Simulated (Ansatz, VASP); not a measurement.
**One calculation of Ru, two programs**

File POSCAR:

```
Ru
1.0
    2.7023482492      0.0000000000      0.0000000000
   -1.3511741246      2.3403022337      0.0000000000
    0.0000000000      0.0000000000      4.0100075896
Ru
2
Direct
    0.3333333333      0.6666666667      0.2500000000
    0.6666666667      0.3333333333      0.7500000000
```

INCAR.step1

```
PREC     = Accurate       # precision mode
ENCUT    = 520            # plane-wave cutoff, eV
ISMEAR   = 0              # smearing method
SIGMA    = 0.15           # smearing width, eV
LREAL    = F              # projectors in reciprocal space
LASPH    = T              # aspherical terms in the spheres
NELM     = 80             # most SCF steps
NBANDS   = 21             # bands
GGA      = PE             # functional
ALGO     = Normal         # electronic algorithm
EDIFF    = 1E-4           # SCF threshold, eV
LWAVE    = T              # write WAVECAR
LCHARG   = F              # write CHGCAR
```

The input INCAR.step2:

```
PREC     = Accurate       # precision mode
ENCUT    = 520            # plane-wave cutoff, eV
EDIFF    = 1E-6           # SCF threshold, eV
ISMEAR   = 0              # smearing method
SIGMA    = 0.15           # smearing width, eV
LREAL    = F              # projectors in reciprocal space
LASPH    = T              # aspherical terms in the spheres
NELM     = 80             # most SCF steps
ALGO     = Normal         # electronic algorithm
ISIF     = 2              # what is computed and relaxed
LWAVE    = F              # write WAVECAR
LCHARG   = F              # write CHGCAR
METAGGA  = R2SCAN         # meta-GGA
LMIXTAU  = T            
NBANDS   = 21             # bands
ISTART   = 1
```

File KPOINTS:

```
Automatic mesh
0
Gamma
  24 24 14
```

Input for Ansatz:

```yaml
crystal:
  lattice:
    - [2.7023482492, 0.0, 0.0]
    - [-1.3511741246, 2.3403022337, 0.0]
    - [0.0, 0.0, 4.0100075896]
  atoms:
    - { symbol: Ru, position: [0.3333333333, 0.6666666667, 0.25] }
    - { symbol: Ru, position: [0.6666666667, 0.3333333333, 0.75] }
basis:
  ecutwfc: 500
kpoints:
  mp_grid: { grid: [24, 24, 14] }
hamiltonian:
  xc: r2scan
scf:
  occupations: { method: gaussian, width: 0.15 }
output:
  forces: true
  stress: true
  eigenvalues: true
```

Change from the starting cell: strain -0.0600 x Voigt [0, 0, 1, 0, 0, 0], atoms carried along.

Alike in both runs: task single point; functional r2SCAN; k mesh 24 × 24 × 14; occupations gaussian, width 0.15 eV; no spin polarisation.

|  | VASP | Ansatz |
| --- | --- | --- |
| version | VASP 6.6.1 | Ansatz 0.2.0 |
| potentials or method | VASP PAW PBE potentials, release 64 (Ru_pv), cutoff 520 eV | scalar-relativistic, plane waves, PAW |
| valence electrons in the cell | 28 | 32 |

VASP gave:

```
gap on the k mesh at the Fermi level (eV)                     : none
pressure (GPa)                                                : 29.3
traceless stress, the component that is largest in VASP (GPa) : 23.94
```

Q: Estimate Ansatz's values.

A: gap on the k mesh at the Fermi level (eV): none; pressure (GPa): 27.2; traceless stress, the component that is largest in VASP (GPa): 23.63.

VASP's potentials were made for PBE, not for r2SCAN. A gap of «none» marks a metal or a gap that the smearing closes. The functional is the same, so the differences come from potentials, cutoffs and numerics. VASP's potentials hold 28 valence electrons a cell and Ansatz's 32, so a difference there can come from the potentials and not from the codes.
